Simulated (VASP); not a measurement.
# As (R-3m) in VASP: notebook

The runs below take As through single point, with PBE+D3(BJ).

Everything below comes from runs of VASP 6.6.1. Logs are shortened: lines on timing, memory, paths and dates and some standing lists are left out, and cuts for length are marked.

**1. The cell of the first run**

It takes space group R-3m (No. 166, trigonal). The conventional cell has a = 3.762 Å, b = 3.762 Å, c = 10.542 Å, α = 90.00°, β = 90.00°, γ = 120.00°. As (site symmetry 3m) has 6 As at 2.51 to 3.14 Å within 3.3 Å.

**2. Single point, PBE+D3(BJ)**

INCAR

```
SYSTEM = As
PREC = Accurate
ENCUT = 520
EDIFF = 1E-6
ISMEAR = 0
SIGMA = 0.1
LREAL = .False.
LASPH = .True.
NELM = 60
ALGO = Normal
ISIF = 2
LWAVE = .False.
LCHARG = .True.
GGA = PE
IVDW = 12
LELF = .True.
LVHAR = .True.
NBANDS = 12
```

KPOINTS

```
Automatic mesh
0
Gamma
  6 6 6
  0 0 0
```

POSCAR

```
As
1.0
    1.8807968987      1.0858785957      3.5140619945
   -1.8807968987      1.0858785957      3.5140619945
    0.0000000000     -2.1717571915      3.5140619945
As
2
Direct
    0.7740000000      0.7740000000      0.7740000000
    0.2260000000      0.2260000000      0.2260000000
```

Potentials or basis: VASP PAW PBE potentials, release 64 (As).

The run is started by

```
> cat potpaw_PBE.64/As/POTCAR > POTCAR
> mpirun -np 1 vasp_std > vasp.out
```

OUTCAR:

```text
SYSTEM = As
   PREC = Accurate
   ENCUT = 520
   EDIFF = 1E-6
   ISMEAR = 0
   LREAL = .False.
   LASPH = .True.
   NELM = 60
   ISIF = 2
   GGA = PE
   IVDW = 12
 IVDW          = 12

 ion  position               nearest neighbor table
   1  0.774  0.774  0.774-   2 2.51   2 2.51   2 2.51
   2  0.226  0.226  0.226-   1 2.51   1 2.51   1 2.51

  LATTYP: Found a trigonal (rhomboedric) cell.
 ALAT       =     4.1310000000
 COS(alpha) =     0.5854247172

  Lattice vectors:

 A1 = (   1.8807968987,   1.0858785957,   3.5140619945)
 A2 = (  -1.8807968987,   1.0858785957,   3.5140619945)
 A3 = (   0.0000000000,  -2.1717571915,   3.5140619945)

Analysis of symmetry for initial positions (statically):
=====================================================================
 Subroutine PRICEL returns:
 Original cell was already a primitive cell.

 Routine SETGRP: Setting up the symmetry group for a
 trigonal (rhombohedral) supercell.

 Subroutine GETGRP returns: Found 12 space group operations
 (whereof 12 operations were pure point group operations)
 out of a pool of 12 trial point group operations.

The static configuration has the point symmetry D_3d.

Analysis of symmetry for dynamics (positions and initial velocities):
=====================================================================
 Subroutine PRICEL returns:
 Original cell was already a primitive cell.

 Routine SETGRP: Setting up the symmetry group for a
 trigonal (rhombohedral) supercell.

 Subroutine GETGRP returns: Found 12 space group operations
 (whereof 12 operations were pure point group operations)
 out of a pool of 12 trial point group operations.

The dynamic configuration has the point symmetry D_3d.

 Subroutine INISYM returns: Found 12 space group operations
 (whereof 12 operations are pure point group operations),
 and found     1 'primitive' translations

----------------------------------------------------------------------------------------

                                     Primitive cell

  volume of cell :      43.0610

  direct lattice vectors                    reciprocal lattice vectors
     1.880796899  1.085878596  3.514061995     0.265844760  0.153485544  0.094856987
    -1.880796899  1.085878596  3.514061995    -0.265844760  0.153485544  0.094856987
     0.000000000 -2.171757191  3.514061995     0.000000000 -0.306971087  0.094856987

  length of vectors
     4.131000000  4.131000000  4.131000000     0.321292852  0.321292852  0.321292852

  position of ions in fractional coordinates (direct lattice)
     0.774000000  0.774000000  0.774000000
     0.226000000  0.226000000  0.226000000

  ion indices of the primitive-cell ions
   primitive index   ion index
                 1           1
                 2           2

----------------------------------------------------------------------------------------

 KPOINTS: Automatic mesh

Automatic generation of k-mesh.
 Grid dimensions read from file:
 generate k-points for:    6    6    6

 Generating k-lattice:

  Cartesian coordinates                     Fractional coordinates (reciprocal lattice)
     0.044307460  0.025580924  0.015809498     0.166666667  0.000000000  0.000000000
    -0.044307460  0.025580924  0.015809498     0.000000000  0.166666667  0.000000000
     0.000000000 -0.051161848  0.015809498     0.000000000  0.000000000  0.166666667

  Length of vectors
     0.053548809  0.053548809  0.053548809

  Shift w.r.t. Gamma in fractional coordinates (k-lattice)
     0.000000000  0.000000000  0.000000000

 Subroutine IBZKPT returns following result:
 ===========================================

 Found     32 irreducible k-points:

 Following reciprocal coordinates:
            Coordinates               Weight
  0.000000  0.000000  0.000000      1.000000
  0.166667 -0.000000 -0.000000      6.000000
  0.333333 -0.000000 -0.000000      6.000000
  0.500000  0.000000  0.000000      3.000000
  0.166667  0.166667 -0.000000      6.000000
  0.333333  0.166667  0.000000     12.000000
[... 16 lines left out ...]
  0.500000  0.500000  0.166667      6.000000
 -0.333333  0.500000  0.166667     12.000000
 [... further k-points ...]
   k-points           NKPTS =     32   k-points in BZ     NKDIM =     32   number of bands    NBANDS=     12
   number of dos      NEDOS =    301   number of ions     NIONS =      2
   total plane-waves  NPLWV =  32768
   dimension x,y,z NGX =    32 NGY =   32 NGZ =   32
   dimension x,y,z NGXF=    64 NGYF=   64 NGZF=   64
   ions per type =               2
   NGX,Y,Z   is equivalent  to a cutoff of  12.88, 12.88, 12.88 a.u.
   NGXF,Y,Z  is equivalent  to a cutoff of  25.76, 25.76, 25.76 a.u.
 SYSTEM =  As
   PREC   = accura    normal or accurate (medium, high low for compatibility)
   ISTART =      0    job   : 0-new  1-cont  2-samecut
   ICHARG =      2    charge: 1-file 2-atom 10-const
   ISPIN  =      1    spin polarized calculation?
   LNONCOLLINEAR =      F non collinear calculations
   LSORBIT =      F    spin-orbit coupling
   LASPH  =      T    aspherical Exc in radial PAW
   ENCUT  =  520.0 eV  38.22 Ry    6.18 a.u.   7.68  7.68  7.68*2*pi/ulx,y,z
   NELM   =     60;   NELMIN=  2; NELMDL= -5     # of ELM steps
   EDIFF  = 0.1E-05   stopping-criterion for ELM
   LREAL  =      F    real-space projection
   EDIFFG = 0.1E-04   stopping-criterion for IOM
   NSW    =      0    number of steps for IOM
   IBRION =     -1    ionic relax: 0-MD 1-quasi-New 2-CG
   NFREE  =      0    steps in history (QN), initial steepest desc. (CG)
   ISIF   =      2    stress and relaxation
   ISYM   =      2    0-nonsym 1-usesym 2-fastsym
   POTIM  = 0.5000    time-step for ionic-motion
   TEBEG  =    0.0;   TEEND  =   0.0 temperature during run
   PSTRESS=    0.0 pullay stress
   NELECT =      10.0000    total number of electrons
   NUPDOWN=      -1.0000    fix difference up-down
   EMIN   =  10.00;   EMAX   =-10.00  energy-range for DOS
   EFERMI =   0.00;   METHOD = LEGACY
   ISMEAR =     0;   SIGMA  =   0.10  broadening in eV -4-tet -1-fermi 0-gaus
   EFERMI_NEDOS =   21; number of points for ismear=-14 and -15
   IALGO  =     38    algorithm
   IMIX   =      4    mixing-type and parameters
     AMIX     =   0.40;   BMIX     =  1.00
     AMIX_MAG =   1.60;   BMIX_MAG =  1.00
  volume/ion in A,a.u.               =      21.53       145.29
  Fermi-wavevector in a.u.,A,eV,Ry     =   1.006268  1.901570 13.776916  1.012575
  Thomas-Fermi vector in A             =   2.138999
   LORBIT       =      0    0 simple, 1 ext, 2 COOP (PROOUT), +10 PAW based schemes
   GGA     = PE    functional components
   LHFCALC =     F    Hartree Fock is set to
   AEXX    =    0.0000 exact exchange contribution
   IVDW    =    12    specifies the selected vdW correction
   LEPSILON=     F    determine dielectric tensor
   LRPA    =     F    only Hartree local field effects (RPA)
 non-spin polarized calculation
 Gauss-broadening in eV      SIGMA  =   0.10
  energy-cutoff  :      520.00
  volume of cell :       43.06
 maximum number of plane-waves:      1170
   NGX = 15   NGY = 15   NGZ = 15

 number of electron      10.0000000 magnetization

 Free energy of the ion-electron system (eV)
  ---------------------------------------------------
  ext. energy  EPLUGINS =         0.00000000
  ---------------------------------------------------
  free energy    TOTEN  =        -9.35515543 eV

  energy without entropy =       -9.35358823  energy(sigma->0) =       -9.35437183

 E-fermi :   5.4804     XC(G=0):  -9.9677

 val. band max:        5.4804372193   @ k =   0.3333   0.1667   0.1667
 cond. band min:       5.8551421085   @ k =   0.5000   0.0000   0.0000
 fundamental gap:      0.3747048892
 Fermi energy:         5.4804373234

 k-point     1 :       0.0000    0.0000    0.0000
  band No.  band energies     occupation
      1      -9.6051      2.00000
      2      -0.3322      2.00000
      3       2.9780      2.00000
      4       3.4222      2.00000
      5       3.4222      2.00000
      6       7.0600      0.00000
      7       8.3648      0.00000
      8       8.3648      0.00000
      9      12.3389      0.00000
     10      12.3389      0.00000
     11      12.8519      0.00000
     12      14.2349      0.00000

 k-point     2 :       0.1667   -0.0000   -0.0000
  band No.  band energies     occupation
      1      -9.2342      2.00000
      2      -1.5214      2.00000
      3       2.8408      2.00000
      4       3.1645      2.00000
      5       3.5928      2.00000
      6       7.2244      0.00000
      7       7.9225      0.00000
      8       8.0670      0.00000
      9      11.1339      0.00000
     10      11.9312      0.00000
     11      12.3727      0.00000
     12      16.1984      0.00000

 k-point     3 :       0.3333   -0.0000   -0.0000
  band No.  band energies     occupation
      1      -8.1546      2.00000
      2      -3.8550      2.00000
      3       2.6121      2.00000
      4       2.7537      2.00000
      5       4.3425      2.00000
      6       6.0451      0.00000
      7       6.7093      0.00000
      8       7.2628      0.00000
      9      12.2512      0.00000
     10      13.3397      0.00000
     11      14.3985      0.00000
     12      17.7162      0.00000

 k-point     4 :       0.5000    0.0000    0.0000
  band No.  band energies     occupation
      1      -6.8835      2.00000
      2      -5.6423      2.00000
      3       2.5838      2.00000
      4       2.6552      2.00000
      5       5.0894      2.00000
      6       5.1472      2.00000
      7       5.8551      0.00000
      8       6.8853      0.00000
      9      14.4451      0.00000
     10      14.5854      0.00000
     11      16.8992      0.00000
     12      17.0743      0.00000

 k-point     5 :       0.1667    0.1667   -0.0000
  band No.  band energies     occupation
      1      -9.1584      2.00000
      2      -1.5956      2.00000
      3       2.0887      2.00000
      4       2.7188      2.00000
      5       4.4365      2.00000
      6       6.7619      0.00000
      7       7.6788      0.00000
      8       9.0779      0.00000
      9      11.2052      0.00000
     10      12.6969      0.00000
     11      13.1914      0.00000
     12      15.1096      0.00000
[... 228 lines left out ...]
      1      -6.6214      2.00000
      2      -5.1324      2.00000
      3       0.2786      2.00000
      4       0.3928      2.00000
      5       4.2660      2.00000
      6       6.5340      0.00000
      7       9.6835      0.00000
      8      10.0087      0.00000
      9      12.3072      0.00000
     10      13.1287      0.00000
     11      17.5704      0.00000
     12      18.0929      0.00000

 k-point    22 :      -0.1667    0.3333    0.1667
  band No.  band energies     occupation
      1      -7.2700      2.00000
      2      -4.4201      2.00000
      3       0.3686      2.00000
      4       1.6990      2.00000
      5       3.1136      2.00000
      6       7.0687      0.00000
      7       8.7612      0.00000
      8       9.1948      0.00000
      9      11.6217      0.00000
     10      15.2349      0.00000
     11      15.8902      0.00000
     12      17.4577      0.00000

 k-point    23 :       0.5000    0.5000    0.1667
  band No.  band energies     occupation
      1      -7.4007      2.00000
      2      -3.9254      2.00000
      3      -0.5782      2.00000
      4       1.6864      2.00000
      5       2.4158      2.00000
      6       7.6041      0.00000
      7       9.8630      0.00000
      8      11.5699      0.00000
      9      11.9295      0.00000
     10      16.3383      0.00000
     11      16.8452      0.00000
     12      17.2029      0.00000

 k-point    24 :      -0.3333    0.5000    0.1667
  band No.  band energies     occupation
      1      -6.6185      2.00000
      2      -4.7390      2.00000
      3      -0.5917      2.00000
      4       0.3843      2.00000
      5       3.2759      2.00000
      6       7.7314      0.00000
      7       9.2962      0.00000
      8      11.9211      0.00000
      9      12.1841      0.00000
     10      14.0889      0.00000
     11      17.2020      0.00000
     12      18.2324      0.00000

 [... further k-points ...]

------------------------ aborting loop because EDIFF is reached ----------------------------------------

 Edisp (eV)   -0.83946

 E8    (eV) :    -0.3557

  FORCE on cell =-STRESS in cart. coord.  units (eV):
  Direction    XX          YY          ZZ          XY          YZ          ZX
  --------------------------------------------------------------------------------------
  -------------------------------------------------------------------------------------
  Total       0.32759     0.32759    -0.08334     0.00000     0.00000     0.00000
  in kB      12.18889    12.18889    -3.10099     0.00000     0.00000     0.00000
  external pressure =        7.09 kB  Pullay stress =        0.00 kB

 VOLUME and BASIS-vectors are now :
 -----------------------------------------------------------------------------
  energy-cutoff  :      520.00
  volume of cell :       43.06
      direct lattice vectors                 reciprocal lattice vectors
     1.880796899  1.085878596  3.514061995     0.265844760  0.153485544  0.094856987
    -1.880796899  1.085878596  3.514061995    -0.265844760  0.153485544  0.094856987
     0.000000000 -2.171757191  3.514061995     0.000000000 -0.306971087  0.094856987

 POSITION                                       TOTAL-FORCE (eV/Angst)
 -----------------------------------------------------------------------------------
      0.00000     -0.00000      8.15965         0.000000      0.000000     -0.384738
      0.00000     -0.00000      2.38253         0.000000     -0.000000      0.384738
 -----------------------------------------------------------------------------------
    total drift:                               -0.000000     -0.000000      0.000000

  FREE ENERGIE OF THE ION-ELECTRON SYSTEM (eV)
  ---------------------------------------------------
  free  energy   TOTEN  =       -10.1946125234 eV

  energy  without entropy=      -10.1930453176  energy(sigma->0) =      -10.19382892
```

It took 7.5 s on 1 thread of Intel Xeon Platinum 8488C (Sapphire Rapids), shared host; peak memory 0.17 GiB.

What came out:

* Free energy: -10.1946 eV
* Pressure: 0.7 GPa
* Largest force: 0.385 eV/Å
* Band gap on the k mesh: zero (band 5 reaches 5.48 eV, above the bottom of band 6 at 5.15 eV)
* Dispersion energy per atom: -0.420 eV

Forces in eV/Å, atoms in the order of the input:
```
As   0.000  0.000 -0.385
As   0.000  0.000  0.385
```

Caveat: pairwise dispersion overbinds metals, which lowers pressure and volume.

**3. Single point, PBE+D3(BJ)**

This run uses another cell than the first one, of 20.89 Å³/atom, 0.970 times its volume.

INCAR

```
SYSTEM = As
  PREC = Accurate
  ENCUT = 520
  EDIFF = 1E-6
  ISMEAR = 0
  SIGMA = 0.1
  LREAL = .FALSE.
  LASPH = .TRUE.
  NELM = 80
  ALGO = Normal
  ISIF = 2
  LWAVE = .FALSE.
  LCHARG = .FALSE.
  GGA = PE
  IVDW = 12
  NBANDS = 12
```

KPOINTS

```
regular mesh
0
G
  15 15 15
  0 0 0
```

POSCAR

```
As
1.0
    1.8914380030      1.0920222402      3.3713915079
   -1.8914380030      1.0920222402      3.3713915079
    0.0000000000     -2.1840444804      3.3713915079
As
2
Direct
    0.7697136434      0.7697136434      0.7697136434
    0.2302863566      0.2302863566      0.2302863566
```

Potentials or basis: VASP PAW PBE potentials, release 64 (As).

The run is started by

```
> cat potpaw_PBE.64/As/POTCAR > POTCAR
> mpirun -np 1 vasp_std > vasp.out
```

It took 65 s on 1 thread of Intel Xeon Platinum 8488C (Sapphire Rapids), shared host; peak memory 0.29 GiB.

Results (log left out):

| Property | Result |
| --- | --- |
| Free energy | -10.1748 eV |
| Pressure | 0.3 GPa |
| Largest force | 0.052 eV/Å |
| Band gap on the k mesh | zero (band 5 reaches 5.78 eV, above the bottom of band 6 at 5.64 eV) |
| Dispersion energy per atom | -0.433 eV |

Forces in eV/Å, atoms in the order of the input:
```
As   0.000  0.000 -0.052
As   0.000  0.000  0.052
```

Stress tensor (GPa, compression positive):
```
0.34 0.00 0.00
0.00 0.34 0.00
0.00 0.00 0.22
```

Levels at points of the mesh, in eV from the Fermi level:
```tsv
k point	band 2	band 3	band 4	band 5	band 6	band 7	band 8	band 9
(0.00, 0.00, 0.00)	-5.60	-2.42	-2.10	-2.10	2.08	3.10	3.10	6.48
```

Caveat: pairwise dispersion overbinds metals, which lowers pressure and volume.

(Part 1 of 2 ends here.)
